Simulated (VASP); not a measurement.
A run of VASP 6.6.1 is set up as follows.

File INCAR:

```
SYSTEM = Ir
  PREC = Accurate
  ENCUT = 520
  EDIFF = 1E-6
  ISMEAR = 0
  SIGMA = 0.15
  LREAL = .False.
  LASPH = .True.
  NELM = 60
  ALGO = Normal
  ISIF = 2
  LWAVE = .False.
  LCHARG = .False.
  GGA = PE
  NBANDS = 16
```

Contents of KPOINTS:

```
regular mesh
0
Gamma
  18 18 10
  0 0 0
```

Contents of POSCAR:

```
Ir
1.0
    2.6837000000      0.0000000000      0.0000000000
   -1.3418500000      2.3241523762      0.0000000000
    0.0000000000      0.0000000000      4.2303000000
Ir
2
Direct
    0.6666666667      0.3333333333      0.7500000000
    0.3333333333      0.6666666667      0.2500000000
```

Potentials or basis: VASP PAW PBE potentials, release 64 (Ir).

The run is started by

```console
$ cat potpaw_PBE.64/Ir/POTCAR > POTCAR
$ mpirun -np 1 vasp_std > vasp.out
```

(1) Estimate the band gap on the k mesh.

(2) Predict the pressure.

Results:

(1) zero (band 9 reaches 12.97 eV, above the bottom of band 10 at 9.18 eV).

(2) 45.6 GPa.

Caveat: spin-orbit coupling is left out, which moves the levels of the heavy elements.
